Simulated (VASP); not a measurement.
# Te2Mo in VASP: notebook

Te2Mo is run at these levels: r2SCAN+D4, PBE exchange alone, LDA, PBEsol; tasks: single point.

All numbers are computed with VASP 6.6.1; they aren't measurements. Logs are shortened: lines on timing, memory, paths and dates and some standing lists are left out, and cuts for length are marked.

## 1. The cell of the first run

The cell holds a slab with vacuum, 6 atoms: a = 6.341 Å, b = 3.461 Å, c = 36.177 Å, α = 90.00°, β = 90.13°, γ = 90.00°.

## 2. Single point, r2SCAN+D4

File POSCAR:

```
Te2Mo
1.0
    6.3414183621      0.0000000000      0.0004916196
    0.0000000000      3.4606816971      0.0000000000
   -0.0826734540      0.0000000000     36.1767276270
Te Mo
4 2
Direct
    0.4298677971      0.7500000000      0.5408199861
    0.5701322029      0.2500000000      0.4591800139
    0.9201953606      0.2500000000      0.5565996642
    0.0798046394      0.7500000000      0.4434003358
    0.1814529010      0.2500000000      0.4975557917
    0.8185470990      0.7500000000      0.5024442083
```

File INCAR.step1:

```
SYSTEM = Te2Mo
PREC = Accurate
ENCUT = 520
ISMEAR = -1
SIGMA = 0.05
LREAL = .FALSE.
LASPH = .TRUE.
NELM = 80
NBANDS = 35
GGA = PE
ALGO = Normal
EDIFF = 1E-4
LWAVE = .TRUE.
LCHARG = .FALSE.
```

File INCAR.step2:

```
SYSTEM = Te2Mo
PREC = Accurate
ENCUT = 520
EDIFF = 1E-6
ISMEAR = -1
SIGMA = 0.05
LREAL = .FALSE.
LASPH = .TRUE.
NELM = 80
ALGO = Normal
ISIF = 2
LWAVE = .FALSE.
LCHARG = .TRUE.
METAGGA = R2SCAN
LMIXTAU = .TRUE.
IVDW = 13
VDW_S6 = 1.0
VDW_S8 = 0.6018749
VDW_A1 = 0.51559235
VDW_A2 = 5.77342911
LELF = .TRUE.
LVHAR = .TRUE.
NBANDS = 35
ISTART = 1
```

File KPOINTS:

```
regular mesh
0
G
  4 8 1
  0 0 0
```

Potentials or basis: VASP PAW PBE potentials, release 64 (Te, Mo_sv).

Run with:

```console
$ cat potpaw_PBE.64/Te/POTCAR potpaw_PBE.64/Mo_sv/POTCAR > POTCAR
$ cp INCAR.step1 INCAR
$ mpirun -np 1 vasp_std > vasp.out
$ cp INCAR.step2 INCAR
$ mpirun -np 1 vasp_std > vasp.out
```

OUTCAR:

```text
SYSTEM = Te2Mo
   PREC = Accurate
   ENCUT = 520
   EDIFF = 1E-6
   ISMEAR = -1
   LREAL = .FALSE.
   LASPH = .TRUE.
   NELM = 80
   ISIF = 2
   METAGGA = R2SCAN
   IVDW = 13
   ISTART = 1

 ion  position               nearest neighbor table
   1  0.430  0.750  0.541-   5 2.81   5 2.81   6 2.83   2 3.54   2 3.54   3 3.60   3 3.60
   2  0.570  0.250  0.459-   6 2.81   6 2.81   5 2.83   1 3.54   1 3.54   4 3.60   4 3.60
   3  0.920  0.250  0.557-   6 2.69   6 2.69   5 2.71   1 3.60   1 3.60
   4  0.080  0.750  0.443-   5 2.69   5 2.69   6 2.71   2 3.60   2 3.60
   5  0.181  0.250  0.498-   4 2.69   4 2.69   3 2.71   1 2.81   1 2.81   2 2.83   6 2.89   6 2.89

   6  0.819  0.750  0.502-   3 2.69   3 2.69   4 2.71   2 2.81   2 2.81   1 2.83   5 2.89   5 2.89

  LATTYP: Found a simple monoclinic cell.
 ALAT       =     6.3414183812
 B/A-ratio  =     0.5457267584
 C/A-ratio  =     5.7048470733
 COS(beta)  =    -0.0022077353

  Lattice vectors:

 A1 = (   6.3414183621,   0.0000000000,   0.0004916196)
 A2 = (   0.0000000000,   3.4606816971,   0.0000000000)
 A3 = (  -0.0826734540,   0.0000000000,  36.1767276270)

Analysis of symmetry for initial positions (statically):
=====================================================================
 Subroutine PRICEL returns:
 Original cell was already a primitive cell.

 Routine SETGRP: Setting up the symmetry group for a
 simple monoclinic supercell.

 Subroutine GETGRP returns: Found  4 space group operations
 (whereof  2 operations were pure point group operations)
 out of a pool of  4 trial point group operations.

The static configuration has the point symmetry S_2 .
 The point group associated with its full space group is C_2h.

Analysis of symmetry for dynamics (positions and initial velocities):
=====================================================================
 Subroutine PRICEL returns:
 Original cell was already a primitive cell.

 Routine SETGRP: Setting up the symmetry group for a
 simple monoclinic supercell.

 Subroutine GETGRP returns: Found  4 space group operations
 (whereof  2 operations were pure point group operations)
 out of a pool of  4 trial point group operations.

The dynamic configuration has the point symmetry S_2 .
 The point group associated with its full space group is C_2h.

 Subroutine INISYM returns: Found  4 space group operations
 (whereof  2 operations are pure point group operations),
 and found     1 'primitive' translations

----------------------------------------------------------------------------------------

                                     Primitive cell

  volume of cell :     793.9212

  direct lattice vectors                    reciprocal lattice vectors
     6.341418362  0.000000000  0.000491620     0.157693400  0.000000000  0.000360371
     0.000000000  3.460681697  0.000000000     0.000000000  0.288960409  0.000000000
    -0.082673454  0.000000000 36.176727627    -0.000002143  0.000000000  0.027642075

  length of vectors
     6.341418381  3.460681697 36.176822092     0.157693812  0.288960409  0.027642075

  position of ions in fractional coordinates (direct lattice)
     0.429867797  0.750000000  0.540819986
     0.570132203  0.250000000  0.459180014
     0.920195361  0.250000000  0.556599664
     0.079804639  0.750000000  0.443400336
     0.181452901  0.250000000  0.497555792
     0.818547099  0.750000000  0.502444208

  ion indices of the primitive-cell ions
   primitive index   ion index
                 1           1
                 2           2
                 3           3
                 4           4
                 5           5
                 6           6

----------------------------------------------------------------------------------------

 KPOINTS: regular mesh

Automatic generation of k-mesh.
 Grid dimensions read from file:
 generate k-points for:    4    8    1

 Generating k-lattice:

  Cartesian coordinates                     Fractional coordinates (reciprocal lattice)
     0.039423350  0.000000000  0.000090093     0.250000000  0.000000000  0.000000000
     0.000000000  0.036120051  0.000000000     0.000000000  0.125000000  0.000000000
    -0.000002143  0.000000000  0.027642075     0.000000000  0.000000000  1.000000000

  Length of vectors
     0.039423453  0.036120051  0.027642075

  Shift w.r.t. Gamma in fractional coordinates (k-lattice)
     0.000000000  0.000000000  0.000000000

 Subroutine IBZKPT returns following result:
 ===========================================

 Found     15 irreducible k-points:

 Following reciprocal coordinates:
            Coordinates               Weight
  0.000000  0.000000  0.000000      1.000000
  0.250000  0.000000 -0.000000      2.000000
  0.500000  0.000000 -0.000000      1.000000
  0.000000  0.125000  0.000000      2.000000
  0.250000  0.125000 -0.000000      4.000000
  0.500000  0.125000 -0.000000      2.000000
  0.000000  0.250000  0.000000      2.000000
  0.250000  0.250000 -0.000000      4.000000
  0.500000  0.250000 -0.000000      2.000000
  0.000000  0.375000  0.000000      2.000000
  0.250000  0.375000 -0.000000      4.000000
  0.500000  0.375000 -0.000000      2.000000
  0.000000  0.500000  0.000000      1.000000
  0.250000  0.500000 -0.000000      2.000000
  0.500000  0.500000 -0.000000      1.000000
   k-points           NKPTS =     15   k-points in BZ     NKDIM =     15   number of bands    NBANDS=     35
   number of dos      NEDOS =    301   number of ions     NIONS =      6
   total plane-waves  NPLWV = 362880
   dimension x,y,z NGX =    48 NGY =   28 NGZ =  270
   dimension x,y,z NGXF=    96 NGYF=   56 NGZF=  540
   ions per type =               4   2
   NGX,Y,Z   is equivalent  to a cutoff of  12.58, 13.45, 12.41 a.u.
   NGXF,Y,Z  is equivalent  to a cutoff of  25.17, 26.90, 24.82 a.u.
 SYSTEM =  Te2Mo
   PREC   = accura    normal or accurate (medium, high low for compatibility)
   ISTART =      1    job   : 0-new  1-cont  2-samecut
   ICHARG =      0    charge: 1-file 2-atom 10-const
   ISPIN  =      1    spin polarized calculation?
   LNONCOLLINEAR =      F non collinear calculations
   LSORBIT =      F    spin-orbit coupling
   LASPH  =      T    aspherical Exc in radial PAW
   ENCUT  =  520.0 eV  38.22 Ry    6.18 a.u.  11.79  6.43 67.26*2*pi/ulx,y,z
   NELM   =     80;   NELMIN=  2; NELMDL=  0     # of ELM steps
   EDIFF  = 0.1E-05   stopping-criterion for ELM
   LREAL  =      F    real-space projection
   EDIFFG = 0.1E-04   stopping-criterion for IOM
   NSW    =      0    number of steps for IOM
   IBRION =     -1    ionic relax: 0-MD 1-quasi-New 2-CG
   NFREE  =      0    steps in history (QN), initial steepest desc. (CG)
   ISIF   =      2    stress and relaxation
   ISYM   =      2    0-nonsym 1-usesym 2-fastsym
   POTIM  = 0.5000    time-step for ionic-motion
   TEBEG  =    0.0;   TEEND  =   0.0 temperature during run
   PSTRESS=    0.0 pullay stress
   NELECT =      52.0000    total number of electrons
   NUPDOWN=      -1.0000    fix difference up-down
   EMIN   =  10.00;   EMAX   =-10.00  energy-range for DOS
   EFERMI =   0.00;   METHOD = LEGACY
   ISMEAR =    -1;   SIGMA  =   0.05  broadening in eV -4-tet -1-fermi 0-gaus
   EFERMI_NEDOS =   21; number of points for ismear=-14 and -15
   IALGO  =     38    algorithm
   IMIX   =      4    mixing-type and parameters
     AMIX     =   0.40;   BMIX     =  1.00
     AMIX_MAG =   1.60;   BMIX_MAG =  1.00
  volume/ion in A,a.u.               =     132.32       892.94
  Fermi-wavevector in a.u.,A,eV,Ry     =   0.659908  1.247046  5.925048  0.435479
  Thomas-Fermi vector in A             =   1.732190
   LORBIT       =      0    0 simple, 1 ext, 2 COOP (PROOUT), +10 PAW based schemes
   METAGGA = R2SCAN    functional components
   LHFCALC =     F    Hartree Fock is set to
   AEXX    =    0.0000 exact exchange contribution
   IVDW    =    13    specifies the selected vdW correction
   LEPSILON=     F    determine dielectric tensor
   LRPA    =     F    only Hartree local field effects (RPA)
 non-spin polarized calculation
  energy-cutoff  :      520.00
  volume of cell :      793.92
 maximum number of plane-waves:     21517
 NGX is ok and might be reduce to    48
   NGX = 23   NGY = 13   NGZ =135

 number of electron      51.9999996 magnetization

 Free energy of the ion-electron system (eV)
  ---------------------------------------------------
  ext. energy  EPLUGINS =         0.00000000
  ---------------------------------------------------
  free energy    TOTEN  =      -155.48051961 eV

  energy without entropy =     -155.47381976  energy(sigma->0) =     -155.47716969

 E-fermi :  -2.2819     XC(G=0):  -2.3275

 val. band max:       -2.4593816984   @ k =   0.0000   0.1250   0.0000
 cond. band min:      -2.2796603408   @ k =   0.0000   0.1250   0.0000
 fundamental gap:      0.1797213575
 Fermi energy:        -2.2818559258

 k-point     1 :       0.0000    0.0000    0.0000
  band No.  band energies     occupation
      1     -65.2821      2.00000
      2     -65.2144      2.00000
      3     -38.8226      2.00000
      4     -38.7513      2.00000
      5     -38.7046      2.00000
      6     -38.5683      2.00000
[... 27 lines left out ...]
     34       1.3154      0.00000
     35       2.1457      0.00000

 k-point     2 :       0.2500    0.0000   -0.0000
  band No.  band energies     occupation
      1     -65.2819      2.00000
      2     -65.2146      2.00000
      3     -38.8183      2.00000
      4     -38.7509      2.00000
      5     -38.7046      2.00000
      6     -38.5688      2.00000
[... 27 lines left out ...]
     34       1.4931      0.00000
     35       2.3468      0.00000
[... 454 lines left out ...]
     34       1.4388      0.00000
     35       3.1368      0.00000

 k-point    15 :       0.5000    0.5000   -0.0000
  band No.  band energies     occupation
      1     -65.2414      2.00000
      2     -65.2414      2.00000
      3     -38.8796      2.00000
      4     -38.8796      2.00000
      5     -38.6465      2.00000
      6     -38.6465      2.00000
[... 27 lines left out ...]
     34       1.3428      0.00000
     35       2.6702      0.00000

------------------------ aborting loop because EDIFF is reached ----------------------------------------

  DFT-D4 for vdW energy calculation

  Edisp (eV):   -0.75079

  FORCE on cell =-STRESS in cart. coord.  units (eV):
  Direction    XX          YY          ZZ          XY          YZ          ZX
  --------------------------------------------------------------------------------------
  -------------------------------------------------------------------------------------
  Total       0.10167     0.07017     0.15325     0.00000     0.00000    -0.00732
  in kB       0.20517     0.14160     0.30926     0.00000     0.00000    -0.01478
  external pressure =        0.22 kB  Pullay stress =        0.00 kB

 VOLUME and BASIS-vectors are now :
 -----------------------------------------------------------------------------
  energy-cutoff  :      520.00
  volume of cell :      793.92
      direct lattice vectors                 reciprocal lattice vectors
     6.341418362  0.000000000  0.000491620     0.157693400  0.000000000  0.000360371
     0.000000000  3.460681697  0.000000000     0.000000000  0.288960409  0.000000000
    -0.082673454  0.000000000 36.176727627    -0.000002143  0.000000000  0.027642075

 POSITION                                       TOTAL-FORCE (eV/Angst)
 -----------------------------------------------------------------------------------
      2.68126      2.59551     19.56531         0.000507      0.000000      0.022521
      3.57748      0.86517     16.61191        -0.000507      0.000000     -0.022521
      5.78933      0.86517     20.13641        -0.001866      0.000000      0.023754
      0.46942      2.59551     16.04081         0.001866      0.000000     -0.023754
      1.10953      0.86517     18.00003         0.010452      0.000000     -0.005501
      5.14921      2.59551     18.17719        -0.010452      0.000000      0.005501
 -----------------------------------------------------------------------------------
    total drift:                                0.000000      0.000000      0.000000

  FREE ENERGIE OF THE ION-ELECTRON SYSTEM (eV)
  ---------------------------------------------------
  free  energy   TOTEN  =      -156.2313109650 eV

  energy  without entropy=     -156.2246111175  energy(sigma->0) =     -156.22796104
```

Run time: 56 min. Hardware: 1 thread of Intel Xeon Platinum 8124M at 3.00GHz (Skylake/Cascade Lake), shared host; peak memory 1.1 GiB.

What came out:

* Free energy: -156.2313 eV
* Largest force: 0.024 eV/Å
* Band gap on the k mesh: zero (bands 26 and 27 overlap by 0.17 eV)
* Dispersion energy per atom: -0.125 eV

Forces in eV/Å, atoms in the order of the input:
```
Te   0.001  0.000  0.023
Te  -0.001  0.000 -0.023
Te  -0.002  0.000  0.024
Te   0.002  0.000 -0.024
Mo   0.010  0.000 -0.006
Mo  -0.010  0.000  0.006
```

Levels at points of the mesh, in eV from the Fermi level:
| k point | band 23 | band 24 | band 25 | band 26 | band 27 | band 28 | band 29 | band 30 |
| --- | --- | --- | --- | --- | --- | --- | --- | --- |
| (0.00, 0.00, 0.00) | -1.06 | -0.66 | -0.37 | 0.17 | 0.72 | 1.09 | 1.80 | 2.30 |
| (0.50, 0.00, 0.00) | -1.36 | -0.90 | -0.87 | -0.73 | 0.18 | 1.14 | 1.56 | 2.01 |
| (0.00, 0.50, 0.00) | -1.76 | -1.76 | -1.54 | -1.54 | 1.33 | 1.33 | 1.62 | 1.62 |
| (0.50, 0.50, 0.00) | -1.87 | -1.87 | -0.97 | -0.97 | 1.27 | 1.27 | 1.99 | 1.99 |

Caveat: the PAW data sets were made with another functional, which shifts forces and pressure a little; spin-orbit coupling is left out, which moves the levels of the heavy elements.

## 3. Single point, PBE exchange alone

This run uses another cell than the first one.

File INCAR:

```
PREC = Accurate
ENCUT = 520
EDIFF = 1E-7
ISMEAR = -1
SIGMA = 0.05
LREAL = False
LASPH = True
NELM = 60
ALGO = Normal
ISIF = 2
LWAVE = False
LCHARG = False
GGA = PE
ALDAC = 0.0
AGGAC = 0.0
NBANDS = 35
```

File KPOINTS:

```
Automatic mesh
0
Gamma
  4 8 1
```

File POSCAR:

```
Te2Mo
1.0
    6.6956897861      0.0000000000     -0.0084684305
    0.0000000000      3.7441385540      0.0000000000
   -0.1384004650      0.0000000000     36.4024533594
Te Mo
4 2
Direct
    0.4247219279      0.7500000000      0.5418089388
    0.5752780721      0.2500000000      0.4581910612
    0.9193952304      0.2500000000      0.5576487160
    0.0806047696      0.7500000000      0.4423512840
    0.1800923379      0.2500000000      0.4971538493
    0.8199076621      0.7500000000      0.5028461507
```

Potentials or basis: VASP PAW PBE potentials, release 64 (Te, Mo_sv).

Run with:

```console
$ cat potpaw_PBE.64/Te/POTCAR potpaw_PBE.64/Mo_sv/POTCAR > POTCAR
$ mpirun -np 1 vasp_std > vasp.out
```

It took 16 min on 1 thread of Intel Xeon Platinum 8259CL at 2.50GHz (Skylake/Cascade Lake), shared host; peak memory 1 GiB.

Results (log left out):

* Free energy: -26.2873 eV
* Largest force: 0.027 eV/Å
* Band gap on the k mesh: 0.08 eV (least direct gap 0.16 eV)

Forces on the atoms (eV/Å):
```
Te  -0.004  0.000  0.016
Te   0.004  0.000 -0.016
Te   0.002  0.000  0.026
Te  -0.002  0.000 -0.026
Mo   0.006  0.000  0.008
Mo  -0.006  0.000 -0.008
```

Levels at points of the mesh, in eV from the valence-band top:
```
           k point  band 23  band 24  band 25  band 26  band 27  band 28  band 29  band 30
(0.00, 0.00, 0.00)    -0.59    -0.51    -0.08     0.00     0.73     0.73     1.54     1.76
(0.50, 0.00, 0.00)    -0.75    -0.65    -0.61    -0.47     0.39     0.65     1.44     1.51
(0.00, 0.50, 0.00)    -1.19    -1.19    -1.00    -1.00     0.91     0.91     1.39     1.39
(0.50, 0.50, 0.00)    -1.37    -1.37    -0.56    -0.56     0.85     0.85     1.83     1.83
```

Caveat: spin-orbit coupling is left out, which moves the levels of the heavy elements.

## 4. Single point, LDA

This run uses another cell than the first one.

File INCAR:

```
  PREC = Accurate
  ENCUT = 520
  EDIFF = 1E-6
  ISMEAR = -1
  SIGMA = 0.05
  LREAL = F
  LASPH = T
  NELM = 80
  ALGO = Normal
  ISIF = 2
  LWAVE = F
  LCHARG = F
  GGA = CA
  NBANDS = 35
```

KPOINTS is that of step 3.

File POSCAR:

```
Te2Mo
1.0
    6.2747707203      0.0000000000      0.0049416594
    0.0000000000      3.3592430050      0.0000000000
   -0.0564696113      0.0000000000     36.1272359847
Te Mo
4 2
Direct
    0.4321051824      0.7500000000      0.5407074922
    0.5678948176      0.2500000000      0.4592925078
    0.9220500691      0.2500000000      0.5565011413
    0.0779499309      0.7500000000      0.4434988587
    0.1827357215      0.2500000000      0.4977281019
    0.8172642785      0.7500000000      0.5022718981
```

Potentials or basis: VASP PAW LDA potentials, release 64 (Te, Mo_sv).

Run with:

```console
$ cat potpaw_LDA.64/Te/POTCAR potpaw_LDA.64/Mo_sv/POTCAR > POTCAR
$ mpirun -np 1 vasp_std > vasp.out
```

Run time: 7.2 min. Hardware: 1 thread of AMD EPYC 9R45 (Zen 5), shared host; peak memory 0.71 GiB.

Results (log left out):

| Property | Result |
| --- | --- |
| Free energy | -40.8506 eV |
| Largest force | 0.054 eV/Å |
| Band gap on the k mesh | zero (bands 26 and 27 overlap by 0.52 eV) |

Forces on the atoms (eV/Å):
```
Te   0.003  0.000  0.041
Te  -0.003  0.000 -0.041
Te   0.000  0.000  0.054
Te   0.000  0.000 -0.054
Mo   0.023  0.000  0.003
Mo  -0.023  0.000 -0.003
```

Levels at points of the mesh, in eV from the Fermi level:
```
           k point  band 23  band 24  band 25  band 26  band 27  band 28  band 29  band 30
(0.00, 0.00, 0.00)    -1.14    -0.47    -0.39     0.44     0.53     1.28     1.70     2.11
(0.50, 0.00, 0.00)    -1.50    -0.96    -0.72    -0.50    -0.08     1.41     1.42     1.90
(0.00, 0.50, 0.00)    -1.74    -1.74    -1.49    -1.49     1.19     1.19     1.59     1.59
(0.50, 0.50, 0.00)    -1.78    -1.78    -0.90    -0.90     1.20     1.20     1.86     1.86
```

Caveat: spin-orbit coupling is left out, which moves the levels of the heavy elements.

[end of part 1 of 2]
